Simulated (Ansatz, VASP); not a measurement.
# ZrBr5: VASP beside Ansatz

```
CELL_PARAMETERS angstrom
5.14413 0.00000 0.00000
-2.57207 4.45495 0.00000
0.00000 0.00000 13.08402
ATOMIC_POSITIONS crystal
Zr 0.00000 0.00000 0.00000
Br 0.33333 0.66667 0.50000
Br 0.66667 0.33333 0.50000
Br 0.00000 0.00000 0.50000
Br 0.00000 0.00000 0.81142
Br 0.00000 0.00000 0.18858
```

Alike in both runs: functional PBE; k mesh 6 × 6 × 2; occupations gaussian, width 0.1 eV; no spin polarisation.

Ansatz relaxed the structure, and its values are those at the end. VASP's run is a single point on that final structure, the one shown.

|  | VASP | Ansatz |
| --- | --- | --- |
| version | VASP 6.6.1 | Ansatz 0.2.0 |
| potentials or method | VASP PAW PBE potentials, release 64 (Zr_sv, Br), cutoff 520 eV | scalar-relativistic, plane waves, PAW |
| valence electrons in the cell | 47 | 47 |

```tsv
	VASP	Ansatz	Ansatz less VASP
gap on the k mesh at the Fermi level (eV)	none	none	-
pressure (GPa)	0.0	0.0	-0.01
rms of the force components (eV/Å)	0.006	0.002	-0.0038
```

A gap of «none» marks a metal or a gap that the smearing closes. With one functional, cell and mesh, what is left measures potentials, basis and numerics.
